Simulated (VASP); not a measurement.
Set up this calculation in VASP 6.6.1, as the native input.

| Quantity | Value |
| --- | --- |
| Task | single point |
| Functional | PBE |
| Potentials or basis | VASP PAW PBE potentials, release 64 (Sc_sv, Nb_sv, Te) |
| Cutoff | 520 eV |
| k mesh | 3 × 3 × 3 |
| Occupations | gaussian, width 0.1 eV |
| Spin | no spin polarisation |
| Dipole correction | no |
| Further INCAR settings | ALGO = Normal; EDIFF = 1e-06; NBANDS = 29 |

The structure of ScNbTe3 lies in POSCAR:

```
ScNbTe3
1.0
    3.5884028080      2.0717653271      3.5200285353
   -3.5884028080      2.0717653271      3.5200285353
    0.0000000000     -4.1435306543      3.5200285353
Sc Nb Te
1 1 3
Direct
    0.0000000000      0.0000000000      0.0000000000
    0.5000000000      0.5000000000      0.5000000000
    0.0000000000      0.6037949930      0.3962050070
    0.3962050070      0.0000000000      0.6037949930
    0.6037949930      0.3962050070      0.0000000000
```

One way to write it, as run:

INCAR

```
ALGO = Normal ; EDIFF = 1E-6
ENCUT = 520 ; GGA = PE
ISIF = 2 ; ISMEAR = 0
LASPH = True ; LCHARG = False
LREAL = False ; LWAVE = False
NBANDS = 29 ; NELM = 100
PREC = Accurate ; SIGMA = 0.1
```

KPOINTS

```
k-points
0
Gamma
  3 3 3
```

Potentials or basis: VASP PAW PBE potentials, release 64 (Sc_sv, Nb_sv, Te).

Run with:

```sh
$ cat potpaw_PBE.64/Sc_sv/POTCAR potpaw_PBE.64/Nb_sv/POTCAR potpaw_PBE.64/Te/POTCAR > POTCAR
$ mpirun -np 1 vasp_std > vasp.out
```

It gave:

```json
{"Pressure": "-0.1 GPa", "Largest force": "0.014 eV/Å", "Band gap on the k mesh": "zero (bands 21 and 22 overlap by 0.17 eV)"}
```

Caveat: the k points lie up to 0.39 Å⁻¹ apart; spin-orbit coupling is left out, which moves the levels of the heavy elements.

Run time: 59 s on 1 thread of AMD EPYC 7R13 (shared host), peak memory 0.22 GiB.
